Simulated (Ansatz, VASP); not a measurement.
Given: the input of a run of Ansatz 0.2.0 on Ge.

Contents of input.yaml:

```yaml
crystal:
  lattice:
    - [-2.574489719, 2.574489719, 1.3974126432]
    - [2.574489719, -2.574489719, 1.3974126432]
    - [2.574489719, 2.574489719, -1.3974126432]
  atoms:
    - { symbol: Ge, position: [0.5, 0.5, 0.0] }
    - { symbol: Ge, position: [0.25, 0.75, 0.5] }
kpoints:
  mp_grid: { grid: [11, 11, 11] }
scf:
  occupations: { method: gaussian, width: 0.016 }
hamiltonian:
  xc: pbe
  pseudopotentials: { kind: all_electron, lapw: { basis_error: 0.001 } }
output:
  forces: true
  stress: true
  eigenvalues: true
```

Potentials or basis: all-electron LAPW, scalar-relativistic.

Run with:

```bash
$ ansatz run input.yaml --threads 1 --pin off --max-ram 3072MiB --backend cpu --events-out ev --progress --plain --runs-dir out
```

**Question.** Set up the same calculation for VASP 6.6.1. Potentials there: VASP PAW PBE potentials, release 64 (Ge_d).

**Answer.** As run (the cutoff follows the program's own potentials):

The input INCAR:

```
SYSTEM = Ge
PREC = Accurate
ENCUT = 520
EDIFF = 1E-7
ISMEAR = 0
SIGMA = 0.016
LREAL = .FALSE.
LASPH = .TRUE.
NELM = 60
ALGO = Normal
ISIF = 2
LWAVE = .FALSE.
LCHARG = .TRUE.
GGA = PE
LELF = .TRUE.
LVHAR = .TRUE.
NBANDS = 21
```

Contents of KPOINTS:

```
Automatic mesh
0
G
  11 11 11
  0 0 0
```

POSCAR

```
Ge
1.0
   -2.5744897190      2.5744897190      1.3974126432
    2.5744897190     -2.5744897190      1.3974126432
    2.5744897190      2.5744897190     -1.3974126432
Ge
2
Direct
    0.5000000000      0.5000000000      0.0000000000
    0.2500000000      0.7500000000      0.5000000000
```

Potentials or basis: VASP PAW PBE potentials, release 64 (Ge_d).

Launch:

```console
$ cat potpaw_PBE.64/Ge_d/POTCAR > POTCAR
$ mpirun -np 1 vasp_std > vasp.out
```

Both were run:

|  | VASP | Ansatz | Ansatz less VASP |
| --- | --- | --- | --- |
| gap on the k mesh at the Fermi level (eV) | none | none | - |
| pressure (GPa) | 3.3 | 3.3 | 0.00 |
| traceless stress, the component that is largest in VASP (GPa) | 0.34 | 0.34 | +0.005 |

A gap of «none» marks a metal or a gap that the smearing closes. Ansatz ran all-electron here, and VASP with PAW potentials.
